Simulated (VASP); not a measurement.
# BN (P6_3mc) in VASP: a series of runs, part 2 of 2

VASP 6.6.1. The steps go on from the part before.

## Step 4: Single point, PBE

Input file INCAR:

```
SYSTEM = BN
ALGO = Normal
EDIFF = 1E-7
ENCUT = 520
GGA = PE
ISIF = 2
ISMEAR = 0
LASPH = .True.
LCHARG = .False.
LREAL = .False.
LWAVE = .False.
NBANDS = 16
NELM = 60
PREC = Accurate
SIGMA = 0.019000000000000003
```

Input file KPOINTS:

```
k-points
0
Gamma
  12 12 6
  0 0 0
```

Input file POSCAR:

```
BN
1.0
    2.5539396017      0.0000000000      0.0000000000
   -1.2769698009      2.2117765748      0.0000000000
    0.0000000000      0.0000000000      4.2268550000
N B
2 2
Direct
    0.3333333333      0.6666666667      0.1252760000
    0.6666666667      0.3333333333      0.6252760000
    0.3333333333      0.6666666667      0.4997240000
    0.6666666667      0.3333333333      0.9997240000
```

The run is started by

```
$ cat potpaw_PBE.64/N/POTCAR potpaw_PBE.64/B/POTCAR > POTCAR
$ mpirun -np 1 vasp_std > vasp.out
```

Wall time 22 s (1 thread of Intel Xeon 6975P-C, shared host); peak memory 0.15 GiB.

It converged, with:

```
Free energy            : -34.8327 eV
Pressure               : 0.2 GPa
Largest force          : 0.014 eV/Å
Band gap on the k mesh : 5.20 eV, indirect (least direct gap 8.23 eV)
```

Forces in eV/Å, atoms in the order of the input:
```
N    0.000  0.000 -0.014
N    0.000  0.000 -0.014
B    0.000  0.000  0.014
B    0.000  0.000  0.014
```

Stress tensor (GPa, compression positive):
```
 0.45  0.00  0.00
 0.00  0.45  0.00
 0.00  0.00 -0.32
```

Levels at points of the mesh, in eV from the valence-band top:
```tsv
k point	band 6	band 7	band 8	band 9	band 10	band 11
(0.00, 0.00, 0.00)	-0.28	0.00	0.00	8.33	8.33	8.53
(0.50, 0.00, 0.00)	-4.93	-4.37	-2.09	6.68	7.93	10.55
(0.00, 0.00, 0.50)	-1.16	-1.16	-1.16	9.41	9.41	9.88
(0.50, 0.00, 0.50)	-3.73	-3.55	-3.55	6.55	6.55	9.97
```

A k mesh can miss the band edges. A hybrid or GW would open this gap; PBE tends to underestimate it.

## Step 5: Single point, PBE

Input file INCAR:

```
PREC = Accurate
ENCUT = 520
EDIFF = 1E-7
ISMEAR = 0
SIGMA = 0.02
LREAL = F
LASPH = T
NELM = 80
ALGO = Normal
ISIF = 2
LWAVE = F
LCHARG = F
GGA = PE
NBANDS = 16
```

Input file KPOINTS:

```
regular mesh
0
Gamma
  12 12 6
```

POSCAR is that of step 4.

Potentials or basis: VASP PAW PBE potentials, release 64 (N, B).

The run is started by

```
$ cat potpaw_PBE.64/N/POTCAR potpaw_PBE.64/B/POTCAR > POTCAR
$ mpirun -np 1 vasp_std > vasp.out
```

OUTCAR:

```text
PREC = Accurate
   ENCUT = 520
   EDIFF = 1E-7
   ISMEAR = 0
   LREAL = F
   LASPH = T
   NELM = 80
   ISIF = 2
   GGA = PE

 ion  position               nearest neighbor table
   1  0.333  0.667  0.125-   4 1.57   4 1.57   4 1.57   3 1.58
   2  0.667  0.333  0.625-   3 1.57   3 1.57   3 1.57   4 1.58
   3  0.333  0.667  0.500-   2 1.57   2 1.57   2 1.57   1 1.58
   4  0.667  0.333  1.000-   1 1.57   1 1.57   1 1.57   2 1.58

  LATTYP: Found a hexagonal cell.
 ALAT       =     2.5539396017
 C/A-ratio  =     1.6550332659

  Lattice vectors:

 A1 = (   2.5539396017,   0.0000000000,   0.0000000000)
 A2 = (  -1.2769698009,   2.2117765748,   0.0000000000)
 A3 = (   0.0000000000,   0.0000000000,   4.2268550000)

Analysis of symmetry for initial positions (statically):
=====================================================================
 Subroutine PRICEL returns:
 Original cell was already a primitive cell.

 Routine SETGRP: Setting up the symmetry group for a
 hexagonal supercell.

[... 168 lines left out ...]
  ---------------------------------------------------
  free energy    TOTEN  =       -34.83269652 eV

  energy without entropy =      -34.83269652  energy(sigma->0) =      -34.83269652

 E-fermi :   7.5221     XC(G=0): -12.7611

 val. band max:        7.4319569741   @ k =   0.0000   0.0000   0.0000
 cond. band min:      12.6287831157   @ k =   0.3333   0.3333   0.0000
 fundamental gap:      5.1968261416
 Fermi energy:         7.5221010925

 k-point     1 :       0.0000    0.0000    0.0000
  band No.  band energies     occupation
      1     -12.8569      2.00000
      2      -8.7569      2.00000
      3      -3.3940      2.00000
      4       5.3332      2.00000
      5       5.3332      2.00000
      6       7.1565      2.00000
[... 433 lines left out ...]
      3      -1.3115      2.00000
      4       0.1233      2.00000
      5       1.4964      2.00000
      6       3.1842      2.00000
[... 8 lines left out ...]
     15      23.3219      0.00000
     16      23.5733      0.00000

 [... further k-points ...]
[... 5 lines left out ...]
  --------------------------------------------------------------------------------------
  -------------------------------------------------------------------------------------
  Total        0.0673462      0.0673462     -0.0482444     -0.0000000      0.0000000      0.0000000
  in kB        4.5191251      4.5191251     -3.2373375     -0.0000000      0.0000000      0.0000000
  external PRESSURE =       1.9336376 kB  Pullay stress =       0.0000000 kB

 VOLUME and BASIS-vectors are now :
 -----------------------------------------------------------------------------
  energy-cutoff  :      520.00
  volume of cell :       23.88
      direct lattice vectors                 reciprocal lattice vectors
     2.553939602  0.000000000  0.000000000     0.391551938  0.226062617  0.000000000
    -1.276969801  2.211776575  0.000000000     0.000000000  0.452125233  0.000000000
     0.000000000  0.000000000  4.226855000     0.000000000  0.000000000  0.236582518

 POSITION                                       TOTAL-FORCE (eV/Angst)
 -----------------------------------------------------------------------------------
     -0.00000      1.47452      0.52952         0.000000     -0.000000     -0.014264
      1.27697      0.73726      2.64295        -0.000000      0.000000     -0.014264
     -0.00000      1.47452      2.11226        -0.000000     -0.000000      0.014264
      1.27697      0.73726      4.22569         0.000000      0.000000      0.014264
 -----------------------------------------------------------------------------------
    total drift:                               -0.000000      0.000000      0.000166

  FREE ENERGIE OF THE ION-ELECTRON SYSTEM (eV)
  ---------------------------------------------------
  free  energy   TOTEN  =       -34.8326965185 eV

  energy  without entropy=      -34.8326965185  energy(sigma->0) =      -34.83269652
```

Run time: 24 s. Hardware: 1 thread of Intel Xeon 6975P-C, shared host; peak memory 0.15 GiB.

Results:

```
Free energy            : -34.8327 eV
Pressure               : 0.2 GPa
Largest force          : 0.014 eV/Å
Band gap on the k mesh : 5.20 eV, indirect (least direct gap 8.23 eV)
```

Forces in eV/Å, atoms in the order of the input:
```
N    0.000  0.000 -0.014
N    0.000  0.000 -0.014
B    0.000  0.000  0.014
B    0.000  0.000  0.014
```

A k mesh can miss the band edges.

## Step 6: Summary

| smearing | gap on the mesh (eV) | pressure (GPa) | largest force (eV/Å) |
| --- | --- | --- | --- |
| gaussian 0.016 eV | 5.20 | 0.2 | 0.01 |
| gaussian 0.018 eV | 5.20 | 0.2 | 0.01 |
| gaussian 0.019 eV | 5.20 | 0.2 | 0.01 |
| gaussian 0.02 eV | 5.20 | 0.2 | 0.01 |

Alike in all rows: task single point; level PBE; potentials or basis VASP PAW PBE potentials, release 64 (N, B); no spin polarisation; cell as given; k mesh 12 × 12 × 6; cutoff (eV) 520.

On the cell as given the gap runs from 5.20 eV (PBE) to 5.20 eV (PBE).

Total energies depend on the potentials used, so only differences within one code and one set of settings carry meaning.
